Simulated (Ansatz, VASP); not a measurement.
Al3P2: VASP beside Ansatz

```
Al P
1.0
     4.05100    0.00000    0.00000
     0.00000    4.05100    0.00000
     0.00000    0.00000    5.98482
Al P
3 2
Cartesian
  2.0255 0.0000 5.8791
  0.0000 2.0255 5.8791
  0.0000 0.0000 1.9864
  0.0000 0.0000 4.4630
  2.0255 2.0255 1.3627
```

Change from the starting cell: species swapped into the Cu3Te2 type (P4mm, No. 99).

Alike in both runs: functional PBE; k mesh 4 × 4 × 4; occupations gaussian, width 0.1 eV; no spin polarisation.

Ansatz relaxed the structure, and its values are those at the end. VASP's run is a single point on that final structure, the one shown.

|  | VASP | Ansatz |
| --- | --- | --- |
| version | VASP 6.6.1 | Ansatz 0.2.0 |
| potentials or method | VASP PAW PBE potentials, release 64 (Al, P), cutoff 520 eV | scalar-relativistic, plane waves, PAW |
| valence electrons in the cell | 19 | 19 |

|  | VASP | Ansatz | Ansatz less VASP |
| --- | --- | --- | --- |
| gap on the k mesh at the Fermi level (eV) | none | none | - |
| pressure (GPa) | 0.2 | 0.3 | +0.07 |
| rms of the force components (eV/Å) | 0.011 | 0.007 | -0.0031 |

A gap of «none» marks a metal or a gap that the smearing closes.

The k mesh is coarse, so the values compare programs but aren't converged.
